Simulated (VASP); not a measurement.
# Li2O3 (Pn-3m) in VASP: further runs, part 2 of 2

VASP 6.6.1.

## Step 4: Single point, PBE

This run uses another cell than the first one, of 9.13 Å³/atom.

File INCAR:

```
SYSTEM = Li2O3
  PREC = Accurate
  ENCUT = 520
  EDIFF = 1E-7
  ISMEAR = -1
  SIGMA = 0.06122561905347299
  LREAL = .FALSE.
  LASPH = .TRUE.
  NELM = 60
  ALGO = Normal
  ISIF = 2
  LWAVE = .FALSE.
  LCHARG = .FALSE.
  GGA = PE
  NBANDS = 35
```

File KPOINTS:

```
regular mesh
0
G
  12 12 12
  0 0 0
```

File POSCAR:

```
Li2O3
1.0
    4.5035065009      0.0000000000      0.0000000000
    0.0000000000      4.5035065009      0.0000000000
    0.0000000000      0.0000000000      4.5035065009
Li O
4 6
Direct
    0.2500000000      0.2500000000      0.2500000000
    0.7500000000      0.7500000000      0.2500000000
    0.7500000000      0.2500000000      0.7500000000
    0.2500000000      0.7500000000      0.7500000000
    0.5000000000      0.0000000000      0.0000000000
    0.0000000000      0.5000000000      0.0000000000
    0.0000000000      0.0000000000      0.5000000000
    0.5000000000      0.5000000000      0.0000000000
    0.5000000000      0.0000000000      0.5000000000
    0.0000000000      0.5000000000      0.5000000000
```

Potentials or basis: VASP PAW PBE potentials, release 64 (Li_sv, O).

On the command line:

```
$ cat potpaw_PBE.64/Li_sv/POTCAR potpaw_PBE.64/O/POTCAR > POTCAR
$ mpirun -np 1 vasp_std > vasp.out
```

OUTCAR:

```text
SYSTEM = Li2O3
   PREC = Accurate
   ENCUT = 520
   EDIFF = 1E-7
   ISMEAR = -1
   LREAL = .FALSE.
   LASPH = .TRUE.
   NELM = 60
   ISIF = 2
   GGA = PE

 ion  position               nearest neighbor table
   1  0.250  0.250  0.250-   5 1.95   6 1.95   7 1.95   8 1.95   9 1.95  10 1.95
   2  0.750  0.750  0.250-   5 1.95   6 1.95   7 1.95   8 1.95   9 1.95  10 1.95
   3  0.750  0.250  0.750-   5 1.95   6 1.95   7 1.95   8 1.95   9 1.95  10 1.95
   4  0.250  0.750  0.750-   5 1.95   6 1.95   7 1.95   8 1.95   9 1.95  10 1.95
   5  0.500  0.000  0.000-   1 1.95   2 1.95   3 1.95   4 1.95
   6  0.000  0.500  0.000-   1 1.95   2 1.95   3 1.95   4 1.95
   7  0.000  0.000  0.500-   1 1.95   2 1.95   3 1.95   4 1.95
   8  0.500  0.500  0.000-   1 1.95   2 1.95   3 1.95   4 1.95
   9  0.500  0.000  0.500-   1 1.95   2 1.95   3 1.95   4 1.95
  10  0.000  0.500  0.500-   1 1.95   2 1.95   3 1.95   4 1.95

  LATTYP: Found a simple cubic cell.
 ALAT       =     4.5035065009

  Lattice vectors:

 A1 = (   4.5035065009,   0.0000000000,   0.0000000000)
 A2 = (   0.0000000000,   4.5035065009,   0.0000000000)
 A3 = (   0.0000000000,   0.0000000000,   4.5035065009)

Analysis of symmetry for initial positions (statically):
=====================================================================
 Subroutine PRICEL returns:
 Original cell was already a primitive cell.

 Routine SETGRP: Setting up the symmetry group for a
 simple cubic supercell.

 Subroutine GETGRP returns: Found 48 space group operations
 (whereof 24 operations were pure point group operations)
 out of a pool of 48 trial point group operations.

The static configuration has the point symmetry T_d .
 The point group associated with its full space group is O_h .

Analysis of symmetry for dynamics (positions and initial velocities):
=====================================================================
 Subroutine PRICEL returns:
 Original cell was already a primitive cell.

[... 147 lines left out ...]
  Thomas-Fermi vector in A             =   2.450884
   LORBIT       =      0    0 simple, 1 ext, 2 COOP (PROOUT), +10 PAW based schemes
   GGA     = PE    functional components
   LHFCALC =     F    Hartree Fock is set to
   AEXX    =    0.0000 exact exchange contribution
   IVDW    =     0    specifies the selected vdW correction
   LEPSILON=     F    determine dielectric tensor
   LRPA    =     F    only Hartree local field effects (RPA)
 non-spin polarized calculation
  energy-cutoff  :      520.00
  volume of cell :       91.34
 maximum number of plane-waves:      2517
 NGX is ok and might be reduce to    36
   NGX = 17   NGY = 17   NGZ = 17

 number of electron      48.0000044 magnetization

 Free energy of the ion-electron system (eV)
  ---------------------------------------------------
  ext. energy  EPLUGINS =         0.00000000
  ---------------------------------------------------
  free energy    TOTEN  =       -42.48695708 eV

  energy without entropy =      -42.41489247  energy(sigma->0) =      -42.45092477

 E-fermi :   0.1377     XC(G=0):  -9.8479

 val. band max:        0.1271845831   @ k =   0.3333   0.3333   0.0000
 cond. band min:       0.1379714143   @ k =   0.5000   0.3333   0.1667
 fundamental gap:      0.0107868312
 Fermi energy:         0.1377411102

 k-point     1 :       0.0000    0.0000    0.0000
  band No.  band energies     occupation
      1     -41.8858      2.00000
      2     -41.8534      2.00000
      3     -41.8534      2.00000
      4     -41.8534      2.00000
      5     -17.8375      2.00000
      6     -16.9605      2.00000
[... 901 lines left out ...]
     34      14.5358      0.00000
     35      15.2023      0.00000

 [... further k-points ...]
[... 5 lines left out ...]
  --------------------------------------------------------------------------------------
  -------------------------------------------------------------------------------------
  Total       -0.8613474     -0.8613474     -0.8613474      0.0000000      0.0000000      0.0000000
  in kB      -15.1090279    -15.1090279    -15.1090279      0.0000000      0.0000000      0.0000000
  external PRESSURE =     -15.1090279 kB  Pullay stress =       0.0000000 kB

 VOLUME and BASIS-vectors are now :
 -----------------------------------------------------------------------------
  energy-cutoff  :      520.00
  volume of cell :       91.34
      direct lattice vectors                 reciprocal lattice vectors
     4.503506501  0.000000000  0.000000000     0.222049197  0.000000000  0.000000000
     0.000000000  4.503506501  0.000000000     0.000000000  0.222049197  0.000000000
     0.000000000  0.000000000  4.503506501     0.000000000  0.000000000  0.222049197

 POSITION                                       TOTAL-FORCE (eV/Angst)
 -----------------------------------------------------------------------------------
      1.12588      1.12588      1.12588        -0.000000      0.000000     -0.000000
      3.37763      3.37763      1.12588        -0.000000      0.000000     -0.000000
      3.37763      1.12588      3.37763        -0.000000      0.000000     -0.000000
      1.12588      3.37763      3.37763         0.000000      0.000000      0.000000
      2.25175      0.00000      0.00000         0.000000     -0.000000     -0.000000
      0.00000      2.25175      0.00000         0.000000     -0.000000     -0.000000
      0.00000      0.00000      2.25175         0.000000      0.000000      0.000000
      2.25175      2.25175      0.00000        -0.000000     -0.000000     -0.000000
      2.25175      0.00000      2.25175         0.000000      0.000000      0.000000
      0.00000      2.25175      2.25175         0.000000      0.000000      0.000000
 -----------------------------------------------------------------------------------
    total drift:                               -0.000000      0.000000     -0.000000

  FREE ENERGIE OF THE ION-ELECTRON SYSTEM (eV)
  ---------------------------------------------------
  free  energy   TOTEN  =       -42.4869570761 eV

  energy  without entropy=      -42.4148924730  energy(sigma->0) =      -42.45092477
```

OSZICAR:

```text
N       E                     dE             d eps       ncg     rms          rms(c)
DAV:   1     0.356442002730E+03    0.35644E+03   -0.24278E+04  5912   0.149E+03
DAV:   2    -0.747247300103E+01   -0.36391E+03   -0.34343E+03  6901   0.371E+02
DAV:   3    -0.402368150382E+02   -0.32764E+02   -0.32302E+02  8235   0.945E+01
DAV:   4    -0.432817984749E+02   -0.30450E+01   -0.30313E+01  9328   0.253E+01
DAV:   5    -0.434299827941E+02   -0.14818E+00   -0.14817E+00  7706   0.425E+00    0.852E+00
DAV:   6    -0.425266036776E+02    0.90338E+00   -0.17004E+00  6805   0.644E+00    0.426E+00
DAV:   7    -0.424574740266E+02    0.69130E-01   -0.39273E-01  8480   0.277E+00    0.162E+00
DAV:   8    -0.424833191009E+02   -0.25845E-01   -0.87874E-02  7392   0.172E+00    0.239E-01
DAV:   9    -0.424860775263E+02   -0.27584E-02   -0.12170E-02  7200   0.517E-01    0.172E-01
DAV:  10    -0.424869166776E+02   -0.83915E-03   -0.21973E-03  6564   0.264E-01    0.138E-02
DAV:  11    -0.424869525409E+02   -0.35863E-04   -0.10756E-04  8976   0.559E-02    0.105E-02
DAV:  12    -0.424869567814E+02   -0.42405E-05   -0.11312E-05  6546   0.178E-02    0.129E-03
DAV:  13    -0.424869569921E+02   -0.21074E-06   -0.76562E-07  7944   0.343E-03    0.435E-04
DAV:  14    -0.424869570761E+02   -0.83967E-07   -0.65115E-08  4556   0.149E-03
   1 F= -.42486957E+02 E0= -.42450925E+02  d E =-.720646E-01
```

Run time: 3 min. Hardware: 1 thread of Intel Xeon Platinum 8488C (Sapphire Rapids), shared host; peak memory 0.31 GiB.

Results:

```yaml
Free_energy: -42.4870 eV
Band_gap_on_the_k_mesh: zero (bands 24 and 25 overlap by 2.34 eV)
```

Levels at points of the mesh, in eV from the Fermi level:
```tsv
k point	band 20	band 21	band 22	band 23	band 24	band 25	band 26	band 27	band 28	band 29
(0.00, 0.00, 0.00)	-0.74	-0.74	-0.74	1.39	1.39	1.39	1.47	1.47	1.47	7.74
(0.50, 0.00, 0.00)	-1.25	-1.23	-1.23	-0.67	-0.67	1.42	1.42	1.42	1.42	8.88
(0.50, 0.50, 0.00)	-1.40	-1.35	-1.35	-1.20	-1.20	-0.34	-0.34	1.40	1.40	10.01
(0.50, 0.50, 0.50)	-1.28	-1.28	-1.26	-1.26	-1.26	-0.94	-0.94	-0.67	-0.67	10.57
```

Caveat: the cutoff is under 1.25 times the usual one of these potentials, so pressure, stress and relaxed cells hold a basis-set (Pulay) error.

## Step 5: Single point, PBE

This run uses another cell than the first one, of 9.13 Å³/atom.

File INCAR:

```
ALGO = Normal ; EDIFF = 1E-7
ENCUT = 520 ; GGA = PE
ISIF = 2 ; ISMEAR = -1
LASPH = T ; LCHARG = F
LREAL = F ; LWAVE = F
NBANDS = 35 ; NELM = 80
PREC = Accurate ; SIGMA = 0.06122561905347299
```

File KPOINTS:

```
k-points
0
Gamma
  12 12 12
```

POSCAR is that of step 4.

On the command line:

```
$ cat potpaw_PBE.64/Li_sv/POTCAR potpaw_PBE.64/O/POTCAR > POTCAR
$ mpirun -np 1 vasp_std > vasp.out
```

It took 3.8 min on 1 thread of Intel Xeon Platinum 8488C (Sapphire Rapids), shared host; peak memory 0.31 GiB.

It converged, with:

```
Free energy            : -42.4870 eV
Band gap on the k mesh : zero (bands 24 and 25 overlap by 2.34 eV)
```

Levels at points of the mesh, in eV from the Fermi level:
| k point | band 20 | band 21 | band 22 | band 23 | band 24 | band 25 | band 26 | band 27 | band 28 | band 29 |
| --- | --- | --- | --- | --- | --- | --- | --- | --- | --- | --- |
| (0.00, 0.00, 0.00) | -0.74 | -0.74 | -0.74 | 1.39 | 1.39 | 1.39 | 1.47 | 1.47 | 1.47 | 7.74 |
| (0.50, 0.00, 0.00) | -1.25 | -1.23 | -1.23 | -0.67 | -0.67 | 1.42 | 1.42 | 1.42 | 1.42 | 8.88 |
| (0.50, 0.50, 0.00) | -1.40 | -1.35 | -1.35 | -1.20 | -1.20 | -0.34 | -0.34 | 1.40 | 1.40 | 10.01 |
| (0.50, 0.50, 0.50) | -1.28 | -1.28 | -1.26 | -1.26 | -1.26 | -0.94 | -0.94 | -0.67 | -0.67 | 10.57 |

Caveat: the cutoff is under 1.25 times the usual one of these potentials, so pressure, stress and relaxed cells hold a basis-set (Pulay) error.
